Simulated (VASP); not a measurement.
Set up this calculation in VASP 6.6.1, as the native input.

```
Task                   : single point
Functional             : PBE
Potentials or basis    : VASP PAW PBE potentials, release 64 (Bi_d, Se)
Cutoff                 : 520 eV
k mesh                 : 6 × 6 × 6
Occupations            : gaussian, width 0.02 eV
Spin                   : no spin polarisation
Dipole correction      : no
Further INCAR settings : ALGO = Normal; EDIFF = 1e-06; NBANDS = 32
```

The structure of Bi2Se3 lies in POSCAR:

```
Bi2Se3
1.0
    2.0945825474      1.0751492954     11.0873105506
   -2.0945825474      1.0751492954     11.0873105506
    0.0000000000     -2.5637325309     11.1349056571
Bi Se
2 3
Direct
    0.3981244244      0.3981244244      0.3792148041
    0.6018755756      0.6018755756      0.6207851959
    0.0000000000      0.0000000000      0.0000000000
    0.2164340067      0.2164340067      0.2509687717
    0.7835659933      0.7835659933      0.7490312283
```

This cell differs from its parent crystal: strain along c alone, the other axes held: +6.0 %, then relaxed in part.

The input as run:

INCAR

```
ALGO = Normal
EDIFF = 1E-6
ENCUT = 520
GGA = PE
ISIF = 2
ISMEAR = 0
LASPH = True
LCHARG = False
LREAL = False
LWAVE = False
NBANDS = 32
NELM = 60
PREC = Accurate
SIGMA = 0.02
```

KPOINTS

```
k-points
0
Gamma
  6 6 6
```

Potentials or basis: VASP PAW PBE potentials, release 64 (Bi_d, Se).

The run is started by

```bash
$ cat potpaw_PBE.64/Bi_d/POTCAR potpaw_PBE.64/Se/POTCAR > POTCAR
$ mpirun -np 1 vasp_std > vasp.out
```

Results of the run:

```
Pressure               : -0.2 GPa
Largest force          : 0.007 eV/Å
Band gap on the k mesh : 0.78 eV (least direct gap 0.97 eV)
```

Caveat: the cell differs from its parent crystal (strain along c alone, the other axes held: +6.0 %, then relaxed in part); spin-orbit coupling is left out, which moves the levels of the heavy elements.

It took 28 min on 1 thread of AMD EPYC 9R45 96-Core Processor (Zen 5), on a shared host, peak memory 1.2 GiB.
